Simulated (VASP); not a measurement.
Set up this calculation in VASP 6.6.1, as the native input.

| Item | Value |
| --- | --- |
| Task | single point |
| Functional | PBE |
| Dispersion | D3(BJ) |
| Potentials or basis | VASP PAW PBE potentials, release 64 (Si) |
| Cutoff | 520 eV |
| k mesh | 9 × 9 × 1 |
| Occupations | gaussian, width 0.1 eV |
| Spin | no spin polarisation |
| Dipole correction | yes |
| Further INCAR settings | ALGO = Normal; EDIFF = 1e-06; NBANDS = 16 |

The structure of Si lies in POSCAR:

```
Si
1.0
    3.8472023583      0.0000000000      0.0000000000
   -1.9236011791      3.3317749758      0.0000000000
    0.0000000000      0.0000000000     18.4446971457
Si
4
Direct
    0.3333333333      0.6666666667      0.2695814701
    0.6666666667      0.3333333333      0.2439725610
    0.2222222222      0.7777777778      0.5283197153
    0.5555555556      0.4444444444      0.5027108062
```

One way to write it, as run:

INCAR

```
SYSTEM = Si
ALGO = Normal
DIPOL = 0.5 0.5 0.386
EDIFF = 1E-6
ENCUT = 520
GGA = PE
IDIPOL = 3
ISIF = 2
ISMEAR = 0
IVDW = 12
LASPH = .True.
LCHARG = .False.
LDIPOL = .True.
LREAL = .False.
LWAVE = .False.
NBANDS = 16
NELM = 60
PREC = Accurate
SIGMA = 0.1
```

KPOINTS

```
k-points
0
Gamma
  9 9 1
  0 0 0
```

Potentials or basis: VASP PAW PBE potentials, release 64 (Si).

Command:

```console
$ cat potpaw_PBE.64/Si/POTCAR > POTCAR
$ mpirun -np 1 vasp_std > vasp.out
```

It gave:

* Largest force: 0.101 eV/Å
* Band gap on the k mesh: 0.31 eV, direct
* Dispersion energy per atom: -0.231 eV

Run time: 84 s on 1 thread of Intel(R) Xeon(R) 6975P-C (Granite Rapids), with other jobs on the host, peak memory 0.36 GiB.
